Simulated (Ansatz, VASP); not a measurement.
## Al3BP4: VASP beside Ansatz

```
Al B P
1.0
    -2.64189    2.64189    5.23280
     2.64189   -2.64189    5.23280
     2.64189    2.64189   -5.23280
Al B P
3 1 4
Direct
  0.75000 0.25000 0.50000
  0.50000 0.50000 0.00000
  0.25000 0.75000 0.50000
  0.00000 0.00000 0.00000
  0.10500 0.10500 0.43768
  0.89500 0.33268 0.00000
  0.66732 0.66732 0.56232
  0.33268 0.89500 0.00000
```

Alike in both runs: functional PBE; k mesh 6 × 6 × 6; occupations gaussian, width 0.1 eV; no spin polarisation.

Ansatz relaxed the structure, and its values are those at the end. VASP's run is a single point on that final structure, the one shown.

```csv
,VASP,Ansatz
version,VASP 6.6.1,Ansatz 0.2.0
potentials or method,"VASP PAW PBE potentials, release 64 (Al, B, P), cutoff 520 eV","scalar-relativistic, plane waves, PAW"
valence electrons in the cell,32,32
```

```tsv
	VASP	Ansatz	Ansatz less VASP
gap on the k mesh at the Fermi level (eV)	1.13	1.13	+0.002
least direct gap on the mesh (eV)	1.13	1.13	+0.002
pressure (GPa)	-0.1	0.1	+0.12
rms of the force components (eV/Å)	0.011	0.011	-0.0003
```
